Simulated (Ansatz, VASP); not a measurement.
# One calculation of GaC4, two programs

```xyz
5
Lattice="3.4801 0.0000 0.0000 0.0000 3.4801 0.0000 0.0000 0.0000 3.4801" Properties=species:S:1:pos:R:3 pbc="T T T"
Ga    0.0000    0.0000    0.0000
C     0.0000    1.7401    1.7401
C     1.7401    0.0000    1.7401
C     1.7401    1.7401    0.0000
C     1.7401    1.7401    1.7401
```

Alike in both runs: functional PBE; k mesh 12 × 12 × 12; occupations gaussian, width 0.1 eV; no spin polarisation.

Ansatz relaxed the structure, and its values are those at the end. VASP's run is a single point on that final structure, the one shown.

|  | VASP | Ansatz |
| --- | --- | --- |
| version | VASP 6.6.1 | Ansatz 0.2.0 |
| potentials or method | VASP PAW PBE potentials, release 64 (Ga_d, C), cutoff 520 eV | scalar-relativistic, plane waves, PAW |
| valence electrons in the cell | 29 | 29 |

|  | VASP | Ansatz | Ansatz less VASP |
| --- | --- | --- | --- |
| gap on the k mesh at the Fermi level (eV) | none | none | - |
| pressure (GPa) | 0.3 | 0.0 | -0.26 |

A gap of «none» marks a metal or a gap that the smearing closes.
